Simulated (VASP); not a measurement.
Set up this calculation in VASP 6.6.1, as the native input.

| Quantity | Value |
| --- | --- |
| Task | single point |
| Functional | PBE |
| Potentials or basis | VASP PAW PBE potentials, release 64 (Be, Cd, S) |
| Cutoff | 520 eV |
| k mesh | 6 × 6 × 6 |
| Occupations | gaussian, width 0.1 eV |
| Spin | no spin polarisation |
| Dipole correction | no |
| Further INCAR settings | ALGO = Normal; EDIFF = 1e-07; NBANDS = 31 |

The structure of BeCd2S3 lies in POSCAR:

```
BeCd2S3
1.0
    3.2631829437      1.8839995498      3.1191839750
   -3.2631829437      1.8839995498      3.1191839750
    0.0000000000     -3.7679991031      3.1191839728
Be Cd S
1 2 3
Direct
    0.5000000000      0.5000000000      0.5000000000
    0.8570451582      0.8570451582      0.8570451582
    0.1429548418      0.1429548418      0.1429548418
    0.5000000000      0.5000000000      0.0000000000
    0.0000000000      0.5000000000      0.5000000000
    0.5000000000      0.0000000000      0.5000000000
```

The cell was generated, and may not be a known phase.

These files were run (other wordings do the same):

INCAR

```
ALGO = Normal ; EDIFF = 1E-7
ENCUT = 520 ; GGA = PE
ISIF = 2 ; ISMEAR = 0
LASPH = True ; LCHARG = True
LELF = True ; LREAL = False
LVHAR = True ; LWAVE = False
NBANDS = 31 ; NELM = 80
PREC = Accurate ; SIGMA = 0.1
```

KPOINTS

```
k-points
0
Gamma
  6 6 6
```

Potentials or basis: VASP PAW PBE potentials, release 64 (Be, Cd, S).

Command:

```sh
$ cat potpaw_PBE.64/Be/POTCAR potpaw_PBE.64/Cd/POTCAR potpaw_PBE.64/S/POTCAR > POTCAR
$ mpirun -np 1 vasp_std > vasp.out
```

Results of the run:

```json
{
 "Pressure": "0.4 GPa",
 "Largest force": "0.023 eV/Å",
 "Band gap on the k mesh": "zero (bands 22 and 23 overlap by 0.73 eV)"
}
```

Caveat: semilocal functionals underestimate gaps, and a narrow one can read as zero.

Run time: 2.7 min on 1 thread of Intel Xeon 8259CL (shared host), peak memory 0.27 GiB.
